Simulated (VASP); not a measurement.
**TaN: single point with PBE**

The system is TaN.

```xyz
2
Lattice="0.0000 2.3893 2.3893 2.3893 0.0000 2.3893 2.3893 2.3893 0.0000" Properties=species:S:1:pos:R:3 pbc="T T T"
Ta    0.0000    0.0000    0.0000
N     1.1947    1.1947    1.1947
```

* Program: VASP 6.6.1
* Task: single point
* Functional: PBE
* Potentials or basis: VASP PAW PBE potentials, release 64 (Ta_pv, N)
* Cutoff: 600 eV
* k mesh: 8 × 8 × 8
* Occupations: gaussian, width 0.05 eV
* Spin: collinear spin, ferromagnetic start
* Starting moments: [0.05, 0.0] μB
* Dipole correction: no
* Further INCAR settings: ALGO = Normal; EDIFF = 1e-06; NBANDS = 19

```yaml
Pressure: -2.7 GPa
Band_gap_on_the_k_mesh: zero (filled and empty bands overlap)
Net_moment: 0.00 μB per cell
Valence_electrons_inside_the_program's_atomic_spheres: Ta 8.88; N 3.76
```

Levels at points of the mesh, in eV from the Fermi level:
Spin up:
```csv
k point,band 5,band 6,band 7,band 8,band 9,band 10,band 11,band 12
"(0.00, 0.00, 0.00)",-6.90,-6.90,-6.90,-1.21,0.41,0.41,5.55,5.55
"(0.50, 0.00, 0.00)",-6.96,-6.25,-6.25,0.33,1.03,1.03,3.81,3.88
"(0.50, 0.50, 0.00)",-8.28,-4.80,-4.80,-2.40,0.90,2.09,2.95,2.95
```
Spin down:
```
           k point  band 6  band 7  band 8  band 9  band 10  band 11
(0.00, 0.00, 0.00)   -6.90   -6.90   -1.21    0.41     0.41     5.55
(0.50, 0.00, 0.00)   -6.25   -6.25    0.33    1.03     1.03     3.81
(0.50, 0.50, 0.00)   -4.80   -4.80   -2.40    0.90     2.09     2.95
```

It took 46 s on 1 thread of Intel(R) Xeon(R) Platinum 8375C CPU @ 2.90GHz (Ice Lake), with other jobs on the host, peak memory 0.19 GiB.

Caveat: spin-orbit coupling is left out, which moves the levels of the heavy elements.
